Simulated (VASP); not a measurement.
A run of VASP 6.6.1 is set up as follows.

The input INCAR:

```
PREC = Accurate
ENCUT = 520
EDIFF = 1E-7
ISMEAR = -1
SIGMA = 0.1
LREAL = False
LASPH = True
NELM = 150
ALGO = Normal
ISIF = 2
LWAVE = False
LCHARG = False
MAGMOM = 0 0 0 0 0 0 0 0 0 0 0 0 0 0 0 0 0 0
LORBIT = 11
LSORBIT = True
GGA_COMPAT = False
LORBMOM = True
LMAXMIX = 4
GGA = PS
NBANDS = 49
```

File KPOINTS:

```
regular mesh
0
Gamma
  8 8 4
```

POSCAR

```
Hf2NiH3
1.0
    3.1595970000      0.0000000000      0.0000000000
    0.0000000000      3.1595970000      0.0000000000
    0.0000000000      0.0000000000      6.9246700000
H Ni Hf
3 1 2
Direct
    0.5000000000      0.5000000000      0.0000000000
    0.0000000000      0.5000000000      0.3820000000
    0.5000000000      0.0000000000      0.6180000000
    0.0000000000      0.0000000000      0.0000000000
    0.0000000000      0.5000000000      0.7340000000
    0.5000000000      0.0000000000      0.2660000000
```

Potentials or basis: VASP PAW PBE potentials, release 64 (H, Ni, Hf_pv).

The run is started by

```sh
$ cat potpaw_PBE.64/H/POTCAR potpaw_PBE.64/Ni/POTCAR potpaw_PBE.64/Hf_pv/POTCAR > POTCAR
$ mpirun -np 1 vasp_ncl > vasp.out
```

Task: Estimate the net moment.

Result: 0.00 μB per cell.

Task: What does it give for the largest force?

Result: 2.048 eV/Å.

Task: What does it give for the pressure?

Result: -7.8 GPa.

Stress tensor (GPa, compression positive):
```
-9.21  0.00  0.00
 0.00 -9.21  0.00
 0.00  0.00 -5.00
```

Caveat: the cell stands under tension; the PAW data sets were made with another functional, which shifts forces and pressure a little.
